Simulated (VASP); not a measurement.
# In3Cu (Pm-3m) in VASP: settings compared

Aim: see how the results for In3Cu move with the level of theory and the settings. Levels: RPBE, BLYP. Tasks: single point.

All numbers are computed with VASP 6.6.1; they aren't measurements. Logs are shortened: lines on timing, memory, paths and dates and some standing lists are left out, and cuts for length are marked.

## Step 1: The cell of the first run

It takes space group Pm-3m (No. 221, cubic). Conventional cell: a = 4.483 Å, b = 4.483 Å, c = 4.483 Å, α = 90.00°, β = 90.00°, γ = 90.00°. In (site symmetry 4/mmm) has 8 In at 3.17 Å and 4 Cu at 3.17 Å within 4.2 Å. Within 4.2 Å of Cu (site symmetry m-3m) lie 12 In at 3.17 Å.

## Step 2: Single point, RPBE

The input, INCAR:

```
SYSTEM = In3Cu
PREC = Accurate
ENCUT = 600
EDIFF = 1E-6
ISMEAR = 0
SIGMA = 0.2
LREAL = .False.
LASPH = .True.
NELM = 120
ALGO = Normal
ISIF = 2
LWAVE = .False.
LCHARG = .False.
GGA = RP
NBANDS = 33
GGA_COMPAT = .False.
```

The input, KPOINTS:

```
Automatic mesh
0
Gamma
  5 5 5
  0 0 0
```

The input, POSCAR:

```
In3Cu
1.0
    4.4827700000      0.0000000000      0.0000000000
    0.0000000000      4.4827700000      0.0000000000
    0.0000000000      0.0000000000      4.4827700000
In Cu
3 1
Direct
    0.0000000000      0.5000000000      0.5000000000
    0.5000000000      0.0000000000      0.5000000000
    0.5000000000      0.5000000000      0.0000000000
    0.0000000000      0.0000000000      0.0000000000
```

Potentials or basis: VASP PAW PBE potentials, release 64 (In_d, Cu).

Started as:

```sh
$ cat potpaw_PBE.64/In_d/POTCAR potpaw_PBE.64/Cu/POTCAR > POTCAR
$ mpirun -np 1 vasp_std > vasp.out
```

OUTCAR:

```text
SYSTEM = In3Cu
   PREC = Accurate
   ENCUT = 600
   EDIFF = 1E-6
   ISMEAR = 0
   LREAL = .False.
   LASPH = .True.
   NELM = 120
   ISIF = 2
   GGA = RP

 ion  position               nearest neighbor table
   1  0.000  0.500  0.500-   2 3.17   3 3.17   4 3.17   3 3.17   4 3.17   2 3.17   4 3.17   4 3.17
                             2 3.17   3 3.17   3 3.17   2 3.17
   2  0.500  0.000  0.500-   1 3.17   3 3.17   4 3.17   3 3.17   4 3.17   1 3.17   3 3.17   3 3.17
                             1 3.17   4 3.17   4 3.17   1 3.17
   3  0.500  0.500  0.000-   1 3.17   2 3.17   4 3.17   1 3.17   2 3.17   2 3.17   4 3.17   2 3.17
                             1 3.17   4 3.17   1 3.17   4 3.17
   4  0.000  0.000  0.000-   1 3.17   2 3.17   3 3.17   1 3.17   2 3.17   1 3.17   3 3.17   1 3.17
                             2 3.17   3 3.17   2 3.17   3 3.17

  LATTYP: Found a simple cubic cell.
 ALAT       =     4.4827700000

  Lattice vectors:

 A1 = (   4.4827700000,   0.0000000000,   0.0000000000)
 A2 = (   0.0000000000,   4.4827700000,   0.0000000000)
 A3 = (   0.0000000000,   0.0000000000,   4.4827700000)

Analysis of symmetry for initial positions (statically):
=====================================================================
 Subroutine PRICEL returns:
 Original cell was already a primitive cell.

 Routine SETGRP: Setting up the symmetry group for a
 simple cubic supercell.

 Subroutine GETGRP returns: Found 48 space group operations
 (whereof 48 operations were pure point group operations)
 out of a pool of 48 trial point group operations.

The static configuration has the point symmetry O_h .

Analysis of symmetry for dynamics (positions and initial velocities):
=====================================================================
 Subroutine PRICEL returns:
 Original cell was already a primitive cell.

 Routine SETGRP: Setting up the symmetry group for a
 simple cubic supercell.

 Subroutine GETGRP returns: Found 48 space group operations
 (whereof 48 operations were pure point group operations)
 out of a pool of 48 trial point group operations.

The dynamic configuration has the point symmetry O_h .

 Subroutine INISYM returns: Found 48 space group operations
 (whereof 48 operations are pure point group operations),
 and found     1 'primitive' translations

----------------------------------------------------------------------------------------

                                     Primitive cell

  volume of cell :      90.0823

  direct lattice vectors                    reciprocal lattice vectors
     4.482770000  0.000000000  0.000000000     0.223076357  0.000000000  0.000000000
     0.000000000  4.482770000  0.000000000     0.000000000  0.223076357  0.000000000
     0.000000000  0.000000000  4.482770000     0.000000000  0.000000000  0.223076357

  length of vectors
     4.482770000  4.482770000  4.482770000     0.223076357  0.223076357  0.223076357

  position of ions in fractional coordinates (direct lattice)
     0.000000000  0.500000000  0.500000000
     0.500000000  0.000000000  0.500000000
     0.500000000  0.500000000  0.000000000
     0.000000000  0.000000000  0.000000000

  ion indices of the primitive-cell ions
   primitive index   ion index
                 1           1
                 2           2
                 3           3
                 4           4

----------------------------------------------------------------------------------------

 KPOINTS: Automatic mesh

Automatic generation of k-mesh.
 Grid dimensions read from file:
 generate k-points for:    5    5    5

 Generating k-lattice:

  Cartesian coordinates                     Fractional coordinates (reciprocal lattice)
     0.044615271  0.000000000  0.000000000     0.200000000  0.000000000  0.000000000
     0.000000000  0.044615271  0.000000000     0.000000000  0.200000000  0.000000000
     0.000000000  0.000000000  0.044615271     0.000000000  0.000000000  0.200000000

  Length of vectors
     0.044615271  0.044615271  0.044615271

  Shift w.r.t. Gamma in fractional coordinates (k-lattice)
     0.000000000  0.000000000  0.000000000

 Subroutine IBZKPT returns following result:
 ===========================================

 Found     10 irreducible k-points:

 Following reciprocal coordinates:
            Coordinates               Weight
  0.000000  0.000000  0.000000      1.000000
  0.200000  0.000000  0.000000      6.000000
  0.400000  0.000000  0.000000      6.000000
  0.200000  0.200000  0.000000     12.000000
  0.400000  0.200000  0.000000     24.000000
  0.400000  0.400000  0.000000     12.000000
  0.200000  0.200000  0.200000      8.000000
  0.400000  0.200000  0.200000     24.000000
  0.400000  0.400000  0.200000     24.000000
  0.400000  0.400000  0.400000      8.000000
   k-points           NKPTS =     10   k-points in BZ     NKDIM =     10   number of bands    NBANDS=     33
   number of dos      NEDOS =    301   number of ions     NIONS =      4
   total plane-waves  NPLWV =  46656
   dimension x,y,z NGX =    36 NGY =   36 NGZ =   36
   dimension x,y,z NGXF=    72 NGYF=   72 NGZF=   72
   ions per type =               3   1
   NGX,Y,Z   is equivalent  to a cutoff of  13.35, 13.35, 13.35 a.u.
   NGXF,Y,Z  is equivalent  to a cutoff of  26.70, 26.70, 26.70 a.u.
 SYSTEM =  In3Cu
   PREC   = accura    normal or accurate (medium, high low for compatibility)
   ISTART =      0    job   : 0-new  1-cont  2-samecut
   ICHARG =      2    charge: 1-file 2-atom 10-const
   ISPIN  =      1    spin polarized calculation?
   LNONCOLLINEAR =      F non collinear calculations
   LSORBIT =      F    spin-orbit coupling
   LASPH  =      T    aspherical Exc in radial PAW
   ENCUT  =  600.0 eV  44.10 Ry    6.64 a.u.   8.95  8.95  8.95*2*pi/ulx,y,z
   NELM   =    120;   NELMIN=  2; NELMDL= -5     # of ELM steps
   EDIFF  = 0.1E-05   stopping-criterion for ELM
   LREAL  =      F    real-space projection
   EDIFFG = 0.1E-04   stopping-criterion for IOM
   NSW    =      0    number of steps for IOM
   IBRION =     -1    ionic relax: 0-MD 1-quasi-New 2-CG
   NFREE  =      0    steps in history (QN), initial steepest desc. (CG)
   ISIF   =      2    stress and relaxation
   ISYM   =      2    0-nonsym 1-usesym 2-fastsym
   POTIM  = 0.5000    time-step for ionic-motion
   TEBEG  =    0.0;   TEEND  =   0.0 temperature during run
   PSTRESS=    0.0 pullay stress
   NELECT =      50.0000    total number of electrons
   NUPDOWN=      -1.0000    fix difference up-down
   EMIN   =  10.00;   EMAX   =-10.00  energy-range for DOS
   EFERMI =   0.00;   METHOD = LEGACY
   ISMEAR =     0;   SIGMA  =   0.20  broadening in eV -4-tet -1-fermi 0-gaus
   EFERMI_NEDOS =   21; number of points for ismear=-14 and -15
   IALGO  =     38    algorithm
   IMIX   =      4    mixing-type and parameters
     AMIX     =   0.40;   BMIX     =  1.00
     AMIX_MAG =   1.60;   BMIX_MAG =  1.00
  volume/ion in A,a.u.               =      22.52       151.98
  Fermi-wavevector in a.u.,A,eV,Ry     =   1.345401  2.542439 24.627954  1.810104
  Thomas-Fermi vector in A             =   2.473317
   LORBIT       =      0    0 simple, 1 ext, 2 COOP (PROOUT), +10 PAW based schemes
   GGA     = RP    functional components
   LHFCALC =     F    Hartree Fock is set to
   AEXX    =    0.0000 exact exchange contribution
   IVDW    =     0    specifies the selected vdW correction
   LEPSILON=     F    determine dielectric tensor
   LRPA    =     F    only Hartree local field effects (RPA)
 non-spin polarized calculation
 Gauss-broadening in eV      SIGMA  =   0.20
  energy-cutoff  :      600.00
  volume of cell :       90.08
 maximum number of plane-waves:      3034
 NGX is ok and might be reduce to    36
   NGX = 17   NGY = 17   NGZ = 17

 number of electron      50.0000054 magnetization

 Free energy of the ion-electron system (eV)
  ---------------------------------------------------
  ext. energy  EPLUGINS =         0.00000000
  ---------------------------------------------------
  free energy    TOTEN  =        -9.13284725 eV

  energy without entropy =       -9.10729159  energy(sigma->0) =       -9.12006942

 E-fermi :   7.7812     XC(G=0): -10.5186

 val. band max:        7.6169950939   @ k =   0.4000   0.0000   0.0000
 cond. band min:       7.9135139768   @ k =   0.4000   0.4000   0.4000
 fundamental gap:      0.2965188829
 Fermi energy:         7.7811914727

 k-point     1 :       0.0000    0.0000    0.0000
  band No.  band energies     occupation
      1      -7.2963      2.00000
      2      -7.2805      2.00000
      3      -7.2805      2.00000
      4      -7.2805      2.00000
      5      -7.0537      2.00000
      6      -7.0537      2.00000
[... 25 lines left out ...]
     32      13.3998      0.00000
     33      13.3998      0.00000

 k-point     2 :       0.2000    0.0000    0.0000
  band No.  band energies     occupation
      1      -7.2699      2.00000
      2      -7.2478      2.00000
      3      -7.2220      2.00000
      4      -7.2220      2.00000
      5      -7.0442      2.00000
      6      -7.0129      2.00000
[... 25 lines left out ...]
     32      13.5487      0.00000
     33      13.5487      0.00000

 k-point     3 :       0.4000    0.0000    0.0000
  band No.  band energies     occupation
      1      -7.2515      2.00000
      2      -7.1449      2.00000
      3      -7.0650      2.00000
      4      -7.0650      2.00000
      5      -7.0219      2.00000
      6      -6.9216      2.00000
[... 25 lines left out ...]
     32      14.6541      0.00000
     33      14.6541      0.00000

 k-point     4 :       0.2000    0.2000    0.0000
  band No.  band energies     occupation
      1      -7.2311      2.00000
      2      -7.2220      2.00000
      3      -7.1932      2.00000
      4      -7.1671      2.00000
      5      -7.0213      2.00000
      6      -6.9830      2.00000
[... 169 lines left out ...]
     32      13.5198      0.00000
     33      14.9334      0.00000

 k-point     9 :       0.4000    0.4000    0.2000
  band No.  band energies     occupation
      1      -7.1494      2.00000
      2      -7.0949      2.00000
      3      -7.0746      2.00000
      4      -7.0488      2.00000
      5      -7.0236      2.00000
      6      -6.9734      2.00000
[... 25 lines left out ...]
     32      15.5421      0.00000
     33      15.8186      0.00000

 k-point    10 :       0.4000    0.4000    0.4000
  band No.  band energies     occupation
      1      -7.1632      2.00000
      2      -7.1187      2.00000
      3      -7.1187      2.00000
      4      -7.0809      2.00000
      5      -7.0502      2.00000
      6      -7.0502      2.00000
[... 25 lines left out ...]
     32      17.0833      0.00000
     33      17.2550      0.00000

------------------------ aborting loop because EDIFF is reached ----------------------------------------

  FORCE on cell =-STRESS in cart. coord.  units (eV):
  Direction    XX          YY          ZZ          XY          YZ          ZX
  --------------------------------------------------------------------------------------
  -------------------------------------------------------------------------------------
  Total        1.6548095      1.6548095      1.6548095      0.0000000      0.0000000     -0.0000000
  in kB       29.4319627     29.4319627     29.4319627      0.0000000      0.0000000     -0.0000000
  external PRESSURE =      29.4319627 kB  Pullay stress =       0.0000000 kB

 VOLUME and BASIS-vectors are now :
 -----------------------------------------------------------------------------
  energy-cutoff  :      600.00
  volume of cell :       90.08
      direct lattice vectors                 reciprocal lattice vectors
     4.482770000  0.000000000  0.000000000     0.223076357  0.000000000  0.000000000
     0.000000000  4.482770000  0.000000000     0.000000000  0.223076357  0.000000000
     0.000000000  0.000000000  4.482770000     0.000000000  0.000000000  0.223076357

 POSITION                                       TOTAL-FORCE (eV/Angst)
 -----------------------------------------------------------------------------------
      0.00000      2.24139      2.24139         0.000000      0.000000      0.000000
      2.24139      0.00000      2.24139         0.000000      0.000000      0.000000
      2.24139      2.24139      0.00000         0.000000      0.000000      0.000000
      0.00000      0.00000      0.00000         0.000000      0.000000      0.000000
 -----------------------------------------------------------------------------------
    total drift:                                0.000000      0.000000      0.000000

  FREE ENERGIE OF THE ION-ELECTRON SYSTEM (eV)
  ---------------------------------------------------
  free  energy   TOTEN  =        -9.1328472517 eV

  energy  without entropy=       -9.1072915920  energy(sigma->0) =       -9.12006942
```

Wall time 35 s (1 thread of Intel Xeon Platinum 8488C (Sapphire Rapids), shared host); peak memory 0.2 GiB.

What came out:

```yaml
Free_energy: -9.1328 eV
Pressure: 2.9 GPa
Band_gap_on_the_k_mesh: zero (bands 25 and 26 overlap by 2.86 eV)
```

Caveat: the PAW data sets were made with another functional, which shifts forces and pressure a little; spin-orbit coupling is left out, which moves the levels of the heavy elements.

(Continued in part 2 of 2.)
